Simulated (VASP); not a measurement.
Wanted: the native input for a VASP 6.6.1 run.

- Task: relaxation of cell and atoms
- Functional: LDA
- Potentials or basis: VASP PAW LDA potentials, release 64 (Hg)
- Cutoff: 600 eV
- k mesh: 12 × 12 × 12
- Occupations: fermi-dirac, width 0.05 eV
- Spin: no spin polarisation
- Dipole correction: no
- Further INCAR settings: ALGO = Normal; EDIFF = 1e-06; IBRION = 2; EDIFFG = -0.005; NSW = 45; ISIF = 3

The structure of Hg lies in POSCAR:

```
Hg
1.0
    0.0000000000      3.2230042964      3.2230042964
    3.2230042964      0.0000000000      3.2230042964
    3.2230042964      3.2230042964      0.0000000000
Hg
2
Direct
   -0.1250000000     -0.1250000000     -0.1250000000
    0.1250000000      0.1250000000      0.1250000000
```

The input as run:

INCAR

```
  ALGO = Normal
  EDIFF = 1E-6
  EDIFFG = -0.005
  ENCUT = 600
  GGA = CA
  IBRION = 2
  ISIF = 3
  ISMEAR = -1
  LASPH = True
  LCHARG = False
  LREAL = False
  LWAVE = False
  NELM = 100
  NSW = 45
  PREC = Accurate
  SIGMA = 0.05
```

KPOINTS

```
k-points
0
Gamma
  12 12 12
```

Potentials or basis: VASP PAW LDA potentials, release 64 (Hg).

Command:

```console
$ cat potpaw_LDA.64/Hg/POTCAR > POTCAR
$ mpirun -np 1 vasp_std > vasp.out
```

Results of the run:

The relaxed volume is 34.12 Å³/atom. The relaxed cell is a = 4.587 Å, b = 4.587 Å, c = 4.587 Å, α = 60.00°, β = 60.00°, γ = 60.00°. The space group after relaxing (to 0.05 Å) is Fd-3m (No. 227). The energy gained by relaxing is 1.0 meV/atom, the ionic steps are 3 and the pressure after relaxing is 0.0 GPa. The band gap on the k mesh is zero (band 12 reaches 4.24 eV, above the bottom of band 13 at 0.33 eV).

Caveat: spin-orbit coupling is left out, which moves the levels of the heavy elements.

Run time: 3.6 min on 1 thread of Oxide Virtual Turin-like Processor, on a shared host, peak memory 0.18 GiB.
